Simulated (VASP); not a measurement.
Here is a VASP 6.6.1 calculation.

The input INCAR:

```
  PREC = Accurate
  ENCUT = 500
  EDIFF = 1E-6
  ISMEAR = 0
  SIGMA = 0.05
  LREAL = F
  LASPH = T
  NELM = 120
  ALGO = Normal
  ISIF = 2
  LWAVE = F
  LCHARG = F
  GGA = PE
  NBANDS = 26
  GGA_COMPAT = F
```

File KPOINTS:

```
Automatic mesh
0
Gamma
  8 8 6
```

POSCAR

```
AgI
1.0
    4.6849399603      0.0000000000      0.0000000000
   -2.3424699801      4.0572770209      0.0000000000
    0.0000000000      0.0000000000      7.6633544946
Ag I
2 2
Direct
    0.3333333333      0.6666666667      0.0000948701
    0.6666666667      0.3333333333      0.5000948701
    0.3333333333      0.6666666667      0.3749051299
    0.6666666667      0.3333333333      0.8749051299
```

Potentials or basis: VASP PAW PBE potentials, release 64 (Ag, I).

Command:

```sh
$ cat potpaw_PBE.64/Ag/POTCAR potpaw_PBE.64/I/POTCAR > POTCAR
$ mpirun -np 1 vasp_std > vasp.out
```

Predict the band gap on the k mesh.

1.37 eV.

What does it give for the pressure?

-0.1 GPa.

Caveat: spin-orbit coupling is left out, which moves the levels of the heavy elements. As with any semilocal functional, this PBE gap is likely too small.
